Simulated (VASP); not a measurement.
A run of VASP 6.6.1:

INCAR

```
SYSTEM = Al2Cu
  PREC = Accurate
  ENCUT = 520
  EDIFF = 1E-7
  ISMEAR = 0
  SIGMA = 0.1
  LREAL = .FALSE.
  LASPH = .TRUE.
  NELM = 80
  ALGO = Fast
  ISIF = 2
  LWAVE = .FALSE.
  LCHARG = .FALSE.
  GGA = PS
  NBANDS = 46
```

Contents of KPOINTS:

```
regular mesh
0
G
  6 6 8
  0 0 0
```

File POSCAR:

```
Al2Cu
1.0
    5.9773691621      0.0000000000      0.0000000000
    0.0000000000      5.9773691621      0.0000000000
    0.0000000000      0.0000000000      4.8769885794
Al Cu
8 4
Direct
    0.1593393174      0.3406606826      0.0000000000
    0.1593393174      0.6593393174      0.5000000000
    0.8406606826      0.3406606826      0.5000000000
    0.8406606826      0.6593393174      0.0000000000
    0.6593393174      0.8406606826      0.5000000000
    0.6593393174      0.1593393174      0.0000000000
    0.3406606826      0.8406606826      0.0000000000
    0.3406606826      0.1593393174      0.5000000000
    0.0000000000      0.0000000000      0.7500000000
    0.0000000000      0.0000000000      0.2500000000
    0.5000000000      0.5000000000      0.2500000000
    0.5000000000      0.5000000000      0.7500000000
```

Potentials or basis: VASP PAW PBE potentials, release 64 (Al, Cu).

Run with:

```console
$ cat potpaw_PBE.64/Al/POTCAR potpaw_PBE.64/Cu/POTCAR > POTCAR
$ mpirun -np 1 vasp_std > vasp.out
```

Hardware: 1 thread of Intel(R) Xeon(R) Platinum 8488C (Sapphire Rapids) (shared host).

Problem. How long does it take, and how much memory?

Solution. It took 11 min on 1 thread of Intel(R) Xeon(R) Platinum 8488C (Sapphire Rapids) (shared host), peak memory 0.46 GiB. Counts: scf iterations 24, k points 50.
